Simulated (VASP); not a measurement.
Wanted: the native input for a VASP 6.6.1 run.

```yaml
Task: electric field gradients
Functional: LDA
Potentials_or_basis: VASP PAW LDA potentials, release 64 (C)
Cutoff: 520 eV
k_mesh: 16 × 16 × 16
Occupations: fermi-dirac, width 0.03 eV
Spin: no spin polarisation
Dipole_correction: no
Further_INCAR_settings: ALGO = Normal; EDIFF = 1e-08; NBANDS = 11
```

The structure of C lies in POSCAR:

```
C
1.0
    0.0356680000      1.8012340000      1.8012340000
    1.8012340000      0.0356680000      1.8012340000
    1.8012340000      1.8012340000      0.0356680000
C
2
Direct
    0.5000000000      0.5000000000      0.5000000000
    0.7500000000      0.7500000000      0.7500000000
```

This cell differs from its parent crystal: equal xy, yz and zx shear strains of +2 %.

These files were run (other wordings do the same):

INCAR

```
SYSTEM = C
ALGO = Normal
EDIFF = 1E-8
ENCUT = 520
ISIF = 2
ISMEAR = -1
LASPH = .TRUE.
LCHARG = .FALSE.
LEFG = .TRUE.
LREAL = .FALSE.
LWAVE = .FALSE.
NBANDS = 11
NELM = 100
PREC = Accurate
SIGMA = 0.03
```

KPOINTS

```
k-points
0
G
  16 16 16
  0 0 0
```

Potentials or basis: VASP PAW LDA potentials, release 64 (C).

Command:

```sh
$ cat potpaw_LDA.64/C/POTCAR > POTCAR
$ mpirun -np 1 vasp_std > vasp.out
```

Results of the run:

```json
{
  "Pressure": "-11.0 GPa",
  "Largest force": "0.046 eV/Å",
  "Band gap on the k mesh": "4.05 eV, indirect (least direct gap 4.88 eV)"
}
```

Caveat: the cell differs from its parent crystal (equal xy, yz and zx shear strains of +2 %); without QUAD_EFG the Cq values of the log hold for a quadrupole moment of 1 mb, not for the nuclei.

Wall time 110 s on 1 thread of Intel Xeon 8259CL, with other jobs on the host, peak memory 0.15 GiB.
